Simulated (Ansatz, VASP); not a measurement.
Si3IrRu: VASP beside Ansatz

```
CELL_PARAMETERS angstrom
4.04000 0.00000 0.00000
-2.02000 3.49874 0.00000
0.00000 0.00000 4.92000
ATOMIC_POSITIONS crystal
Si 0.00000 0.00000 0.00000
Si 0.66667 0.33333 0.35200
Si 0.33333 0.66667 0.64800
Ru 0.66667 0.33333 0.85100
Ir 0.33333 0.66667 0.14900
```

Alike in both runs: task relaxation of cell and atoms; functional PBE; k mesh 5 × 5 × 3; occupations gaussian, width 0.2 eV; no spin polarisation.

|  | VASP | Ansatz |
| --- | --- | --- |
| version | VASP 6.6.1 | Ansatz 0.2.0 |
| potentials or method | VASP PAW PBE potentials, release 64 (Si, Ru_pv, Ir), cutoff 500 eV | scalar-relativistic, plane waves, PAW |
| valence electrons in the cell | 35 | 45 |

```tsv
	VASP	Ansatz	Ansatz less VASP
gap on the k mesh at the Fermi level, each at its own relaxed structure (eV)	none	none	-
relaxed volume (Å³/atom)	14.54	14.55	+0.016
relaxed length of the cell vector where the two differ most in proportion (Å)	5.306	5.315	+0.0092
```

A gap of «none» marks a metal or a gap that the smearing closes. VASP's potentials hold 35 valence electrons a cell and Ansatz's 45, so a difference there can come from the potentials and not from the codes.

The k mesh is coarse, so the values compare programs but aren't converged. Spin-orbit coupling is off throughout.
